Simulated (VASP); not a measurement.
# Be (Pm-3) in VASP: further runs

Be is run at these levels: PBE; tasks: single point, relaxation of cell and atoms.

All numbers are computed with VASP 6.6.1; they aren't measurements. Logs are shortened: lines on timing, memory, paths and dates and some standing lists are left out, and cuts for length are marked.

### 1 The cell of the first run

Symmetry: Pm-3, No. 200, cubic system. The conventional cell has a = 3.933 Å, b = 3.933 Å, c = 3.933 Å, α = 90.00°, β = 90.00°, γ = 90.00°. Within 2.6 Å of Be (site symmetry mm2) lie 12 Be at 1.94 to 2.41 Å. Within 2.9 Å of Be (site symmetry m-3) lie 12 Be at 2.19 Å.

### 2 Single point, PBE

The input, INCAR:

```
SYSTEM = Be
PREC = Accurate ; ENCUT = 520
EDIFF = 1E-6 ; ISMEAR = 0
SIGMA = 0.1 ; LREAL = .False.
LASPH = .True. ; NELM = 100
ALGO = Normal ; ISIF = 2
LWAVE = .False. ; LCHARG = .False.
GGA = PE ; NBANDS = 16
```

The input, KPOINTS:

```
Automatic mesh
0
Gamma
  10 10 10
  0 0 0
```

The input, POSCAR:

```
Be
1.0
    3.9327425237      0.0000000000      0.0000000000
    0.0000000000      3.9327425237      0.0000000000
    0.0000000000      0.0000000000      3.9327425237
Be
7
Direct
    0.5000000000      0.7468489278      0.0000000000
    0.0000000000      0.5000000000      0.2531510722
    0.7468489278      0.0000000000      0.5000000000
    0.5000000000      0.2531510722      0.0000000000
    0.0000000000      0.5000000000      0.7468489278
    0.2531510722      0.0000000000      0.5000000000
    0.5000000000      0.5000000000      0.5000000000
```

Potentials or basis: VASP PAW PBE potentials, release 64 (Be).

On the command line:

```sh
$ cat potpaw_PBE.64/Be/POTCAR > POTCAR
$ mpirun -np 1 vasp_std > vasp.out
```

OUTCAR:

```text
SYSTEM = Be
   PREC = Accurate
   ENCUT = 520
   EDIFF = 1E-6
   ISMEAR = 0
   LREAL = .False.
   LASPH = .True.
   NELM = 100
   ISIF = 2
   GGA = PE

 ion  position               nearest neighbor table
   1  0.500  0.747  0.000-   4 1.94   4 1.99   7 2.19   7 2.19
   2  0.000  0.500  0.253-   5 1.94   5 1.99   7 2.19   7 2.19
   3  0.747  0.000  0.500-   6 1.94   6 1.99   7 2.19   7 2.19
   4  0.500  0.253  0.000-   1 1.94   1 1.99   7 2.19   7 2.19
   5  0.000  0.500  0.747-   2 1.94   2 1.99   7 2.19   7 2.19
   6  0.253  0.000  0.500-   3 1.94   3 1.99   7 2.19   7 2.19
   7  0.500  0.500  0.500-   1 2.19   2 2.19   3 2.19   4 2.19   5 2.19   6 2.19   1 2.19   4 2.19
                             3 2.19   6 2.19   2 2.19   5 2.19

  LATTYP: Found a simple cubic cell.
 ALAT       =     3.9327425237

  Lattice vectors:

 A1 = (   3.9327425237,   0.0000000000,   0.0000000000)
 A2 = (   0.0000000000,   3.9327425237,   0.0000000000)
 A3 = (   0.0000000000,   0.0000000000,   3.9327425237)

Analysis of symmetry for initial positions (statically):
=====================================================================
 Subroutine PRICEL returns:
 Original cell was already a primitive cell.

 Routine SETGRP: Setting up the symmetry group for a
 simple cubic supercell.

 Subroutine GETGRP returns: Found 24 space group operations
 (whereof 24 operations were pure point group operations)
 out of a pool of 48 trial point group operations.

The static configuration has the point symmetry T_h .

Analysis of symmetry for dynamics (positions and initial velocities):
=====================================================================
 Subroutine PRICEL returns:
 Original cell was already a primitive cell.

 Routine SETGRP: Setting up the symmetry group for a
 simple cubic supercell.

 Subroutine GETGRP returns: Found 24 space group operations
 (whereof 24 operations were pure point group operations)
 out of a pool of 48 trial point group operations.

The dynamic configuration has the point symmetry T_h .

 Subroutine INISYM returns: Found 24 space group operations
 (whereof 24 operations are pure point group operations),
 and found     1 'primitive' translations

----------------------------------------------------------------------------------------

                                     Primitive cell

  volume of cell :      60.8256

  direct lattice vectors                    reciprocal lattice vectors
     3.932742524  0.000000000  0.000000000     0.254275482  0.000000000  0.000000000
     0.000000000  3.932742524  0.000000000     0.000000000  0.254275482  0.000000000
     0.000000000  0.000000000  3.932742524     0.000000000  0.000000000  0.254275482

  length of vectors
     3.932742524  3.932742524  3.932742524     0.254275482  0.254275482  0.254275482

  position of ions in fractional coordinates (direct lattice)
     0.500000000  0.746848928  0.000000000
     0.000000000  0.500000000  0.253151072
     0.746848928  0.000000000  0.500000000
     0.500000000  0.253151072  0.000000000
     0.000000000  0.500000000  0.746848928
     0.253151072  0.000000000  0.500000000
     0.500000000  0.500000000  0.500000000

  ion indices of the primitive-cell ions
   primitive index   ion index
                 1           1
                 2           2
                 3           3
                 4           4
                 5           5
                 6           6
                 7           7

----------------------------------------------------------------------------------------

 KPOINTS: Automatic mesh

Automatic generation of k-mesh.
 Grid dimensions read from file:
 generate k-points for:   10   10   10

 Generating k-lattice:

  Cartesian coordinates                     Fractional coordinates (reciprocal lattice)
     0.025427548  0.000000000  0.000000000     0.100000000  0.000000000  0.000000000
     0.000000000  0.025427548  0.000000000     0.000000000  0.100000000  0.000000000
     0.000000000  0.000000000  0.025427548     0.000000000  0.000000000  0.100000000

  Length of vectors
     0.025427548  0.025427548  0.025427548

  Shift w.r.t. Gamma in fractional coordinates (k-lattice)
     0.000000000  0.000000000  0.000000000

 Subroutine IBZKPT returns following result:
 ===========================================

 Found     76 irreducible k-points:

 Following reciprocal coordinates:
            Coordinates               Weight
  0.000000  0.000000  0.000000      1.000000
  0.100000  0.000000  0.000000      6.000000
  0.200000  0.000000  0.000000      6.000000
  0.300000  0.000000  0.000000      6.000000
  0.400000  0.000000  0.000000      6.000000
  0.500000  0.000000  0.000000      3.000000
[... 16 lines left out ...]
  0.300000  0.300000  0.000000     12.000000
  0.400000  0.300000  0.000000     12.000000
 [... further k-points ...]
   k-points           NKPTS =     76   k-points in BZ     NKDIM =     76   number of bands    NBANDS=     16
   number of dos      NEDOS =    301   number of ions     NIONS =      7
   total plane-waves  NPLWV =  27000
   dimension x,y,z NGX =    30 NGY =   30 NGZ =   30
   dimension x,y,z NGXF=    60 NGYF=   60 NGZF=   60
   ions per type =               7
   NGX,Y,Z   is equivalent  to a cutoff of  12.68, 12.68, 12.68 a.u.
   NGXF,Y,Z  is equivalent  to a cutoff of  25.36, 25.36, 25.36 a.u.
 SYSTEM =  Be
   PREC   = accura    normal or accurate (medium, high low for compatibility)
   ISTART =      0    job   : 0-new  1-cont  2-samecut
   ICHARG =      2    charge: 1-file 2-atom 10-const
   ISPIN  =      1    spin polarized calculation?
   LNONCOLLINEAR =      F non collinear calculations
   LSORBIT =      F    spin-orbit coupling
   LASPH  =      T    aspherical Exc in radial PAW
   ENCUT  =  520.0 eV  38.22 Ry    6.18 a.u.   7.31  7.31  7.31*2*pi/ulx,y,z
   NELM   =    100;   NELMIN=  2; NELMDL= -5     # of ELM steps
   EDIFF  = 0.1E-05   stopping-criterion for ELM
   LREAL  =      F    real-space projection
   EDIFFG = 0.1E-04   stopping-criterion for IOM
   NSW    =      0    number of steps for IOM
   IBRION =     -1    ionic relax: 0-MD 1-quasi-New 2-CG
   NFREE  =      0    steps in history (QN), initial steepest desc. (CG)
   ISIF   =      2    stress and relaxation
   ISYM   =      2    0-nonsym 1-usesym 2-fastsym
   POTIM  = 0.5000    time-step for ionic-motion
   TEBEG  =    0.0;   TEEND  =   0.0 temperature during run
   PSTRESS=    0.0 pullay stress
   NELECT =      14.0000    total number of electrons
   NUPDOWN=      -1.0000    fix difference up-down
   EMIN   =  10.00;   EMAX   =-10.00  energy-range for DOS
   EFERMI =   0.00;   METHOD = LEGACY
   ISMEAR =     0;   SIGMA  =   0.10  broadening in eV -4-tet -1-fermi 0-gaus
   EFERMI_NEDOS =   21; number of points for ismear=-14 and -15
   IALGO  =     38    algorithm
   IMIX   =      4    mixing-type and parameters
     AMIX     =   0.40;   BMIX     =  1.00
     AMIX_MAG =   1.60;   BMIX_MAG =  1.00
  volume/ion in A,a.u.               =       8.69        58.64
  Fermi-wavevector in a.u.,A,eV,Ry     =   1.003280  1.895924 13.695217  1.006570
  Thomas-Fermi vector in A             =   2.135821
   LORBIT       =      0    0 simple, 1 ext, 2 COOP (PROOUT), +10 PAW based schemes
   GGA     = PE    functional components
   LHFCALC =     F    Hartree Fock is set to
   AEXX    =    0.0000 exact exchange contribution
   IVDW    =     0    specifies the selected vdW correction
   LEPSILON=     F    determine dielectric tensor
   LRPA    =     F    only Hartree local field effects (RPA)
 non-spin polarized calculation
 Gauss-broadening in eV      SIGMA  =   0.10
  energy-cutoff  :      520.00
  volume of cell :       60.83
 maximum number of plane-waves:      1657
 NGX is ok and might be reduce to    30
   NGX = 15   NGY = 15   NGZ = 15

 number of electron      14.0000000 magnetization

 Free energy of the ion-electron system (eV)
  ---------------------------------------------------
  ext. energy  EPLUGINS =         0.00000000
  ---------------------------------------------------
  free energy    TOTEN  =       -25.12224286 eV

  energy without entropy =      -25.11755106  energy(sigma->0) =      -25.11989696

 E-fermi :   5.6988     XC(G=0): -10.2101

 val. band max:        5.6767310626   @ k =   0.4000   0.4000   0.0000
 cond. band min:       5.7407929972   @ k =   0.5000   0.2000   0.1000
 fundamental gap:      0.0640619346
 Fermi energy:         5.6988373264

 k-point     1 :       0.0000    0.0000    0.0000
  band No.  band energies     occupation
      1      -4.6827      2.00000
      2       1.7014      2.00000
      3       1.7014      2.00000
      4       1.7014      2.00000
      5       2.5618      2.00000
      6       2.5618      2.00000
[... 8 lines left out ...]
     15      10.4243      0.00000
     16      14.0500      0.00000

 k-point     2 :       0.1000    0.0000    0.0000
  band No.  band energies     occupation
      1      -4.6124      2.00000
      2       0.9269      2.00000
      3       1.7464      2.00000
      4       1.7906      2.00000
      5       2.5993      2.00000
      6       3.0297      2.00000
[... 8 lines left out ...]
     15      11.8716      0.00000
     16      14.1015      0.00000

 k-point     3 :       0.2000    0.0000    0.0000
  band No.  band energies     occupation
      1      -4.4024      2.00000
      2      -0.1490      2.00000
      3       1.8716      2.00000
      4       2.0579      2.00000
      5       2.7060      2.00000
      6       3.2902      2.00000
[... 8 lines left out ...]
     15      13.1390      0.00000
     16      14.4777      0.00000
[... 362 lines left out ...]
 k-point    23 :       0.3000    0.3000    0.0000
  band No.  band energies     occupation
      1      -3.4323      2.00000
      2      -0.5924      2.00000
      3      -0.4790      2.00000
      4       2.3636      2.00000
      5       2.8525      2.00000
      6       3.4667      2.00000
[... 8 lines left out ...]
     15      13.2816      0.00000
     16      14.6865      0.00000

 k-point    24 :       0.4000    0.3000    0.0000
  band No.  band energies     occupation
      1      -2.9738      2.00000
      2      -1.3973      2.00000
      3      -0.0869      2.00000
      4       1.6436      2.00000
      5       3.0098      2.00000
      6       3.6064      2.00000
[... 8 lines left out ...]
     15      14.1447      0.00000
     16      15.4909      0.00000

 [... further k-points ...]

------------------------ aborting loop because EDIFF is reached ----------------------------------------

  FORCE on cell =-STRESS in cart. coord.  units (eV):
  Direction    XX          YY          ZZ          XY          YZ          ZX
  --------------------------------------------------------------------------------------
  -------------------------------------------------------------------------------------
  Total        0.0541478      0.0541478      0.0541478      0.0000000      0.0000000      0.0000000
  in kB        1.4262797      1.4262797      1.4262797      0.0000000      0.0000000      0.0000000
  external PRESSURE =       1.4262797 kB  Pullay stress =       0.0000000 kB

 VOLUME and BASIS-vectors are now :
 -----------------------------------------------------------------------------
  energy-cutoff  :      520.00
  volume of cell :       60.83
      direct lattice vectors                 reciprocal lattice vectors
     3.932742524  0.000000000  0.000000000     0.254275482  0.000000000  0.000000000
     0.000000000  3.932742524  0.000000000     0.000000000  0.254275482  0.000000000
     0.000000000  0.000000000  3.932742524     0.000000000  0.000000000  0.254275482

 POSITION                                       TOTAL-FORCE (eV/Angst)
 -----------------------------------------------------------------------------------
      1.96637      2.93716      0.00000         0.000000      0.007692      0.000000
      0.00000      1.96637      0.99558         0.000000      0.000000     -0.007692
      2.93716      0.00000      1.96637         0.007692      0.000000      0.000000
      1.96637      0.99558      0.00000         0.000000     -0.007692      0.000000
      0.00000      1.96637      2.93716         0.000000      0.000000      0.007692
      0.99558      0.00000      1.96637        -0.007692      0.000000      0.000000
      1.96637      1.96637      1.96637         0.000000      0.000000      0.000000
 -----------------------------------------------------------------------------------
    total drift:                                0.000000      0.000000     -0.000000

  FREE ENERGIE OF THE ION-ELECTRON SYSTEM (eV)
  ---------------------------------------------------
  free  energy   TOTEN  =       -25.1222428552 eV

  energy  without entropy=      -25.1175510596  energy(sigma->0) =      -25.11989696
```

Wall time 47 s (1 thread of AMD EPYC 9R45 (Zen 5), shared host); peak memory 0.16 GiB.

What came out:

```yaml
Free_energy: -25.1222 eV
Pressure: 0.1 GPa
Largest_force: 0.008 eV/Å
Band_gap_on_the_k_mesh: zero (band 7 reaches 6.87 eV, above the bottom of band 8 at 2.54 eV)
```

Forces on the atoms (eV/Å):
```
Be   0.000  0.008  0.000
Be   0.000  0.000 -0.008
Be   0.008  0.000  0.000
Be   0.000 -0.008  0.000
Be   0.000  0.000  0.008
Be  -0.008  0.000  0.000
Be   0.000  0.000  0.000
```

[end of part 1 of 2]
